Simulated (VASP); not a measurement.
Runs of VASP 6.6.1 on BN. The structure is that of space group I-4m2 (No. 119), or close to it. The cells are those of the table. 

```csv
cell,gap on the mesh (eV),pressure (GPa)
"a = 2.522, b = 2.522, c = 2.624 Å, angles 58.6, 58.6, 62.7°, 2 atoms",(c),-0.5
"a = 2.487, b = 2.487, c = 2.773 Å, angles 56.1, 56.1, 67.8°, 2 atoms",1.78,-2.1
"a = 2.501, b = 2.501, c = 2.694 Å, angles 57.4, 57.4, 65.2°, 2 atoms",(b),-1.0
"a = 2.712, b = 2.712, c = 2.339 Å, angles 64.5, 64.5, 51.1°, 2 atoms",(a),1.9
```

Alike in all rows: task single point; level r2SCAN; potentials or basis VASP PAW PBE potentials, release 64 (B_h, N_h); no spin polarisation; k mesh 12 × 12 × 12; cutoff (eV) 1460; smearing gaussian 0.05 eV.

Fill in the values left out.

(a) 2.39; (b) 2.57; (c) 3.60.

Caveats: the PAW data sets were made with another functional, which shifts forces and pressure a little; the stress differs along the axes, from -16 to 31 GPa (at least some runs); the stress differs along the axes, from -40 to 73 GPa (at least some runs); the stress differs along the axes, from -29 to 54 GPa (at least some runs); the stress differs along the axes, from -152 to 79 GPa (at least some runs).

A k mesh can miss the band edges.
